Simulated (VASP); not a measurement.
The system is C.

```
CELL_PARAMETERS angstrom
2.08389 -1.20321 0.00000
2.08389 1.20321 0.00000
-1.35092 0.00000 3.43132
ATOMIC_POSITIONS crystal
C 0.16664 0.16664 0.99991
C 0.83336 0.83336 0.00009
```

This cell differs from its parent crystal: volume scaled by 0.94.

Base run:

- Program: VASP 6.6.1
- Functional: PBE
- Potentials or basis: VASP PAW PBE potentials, release 64 (C)
- Cutoff: 520 eV
- k mesh: 13 × 13 × 8
- Occupations: fermi-dirac, width 0.05 eV
- Spin: no spin polarisation

Its results: band gap on the k mesh 0.95 eV, indirect (least direct gap 0.96 eV); pressure 23.3 GPa; largest force 0.004 eV/Å.

The run is repeated on the same cell with these changes: functional from PBE to r2SCAN; further incar settings from ALGO = Normal; EDIFF = 1e-06; NBANDS = 11 to ALGO = Normal; EDIFF = 1e-07; NBANDS = 11. What comes out?

Band gap on the k mesh 1.01 eV, indirect (least direct gap 1.02 eV); pressure 19.5 GPa; largest force 0.010 eV/Å.

Caveats: this functional lacks dispersion, which binds the layers, so the pressure and a relaxed spacing across them are unreliable (some runs); the PAW data sets were made with another functional, which shifts forces and pressure a little (some runs).

A k mesh can miss the band edges.
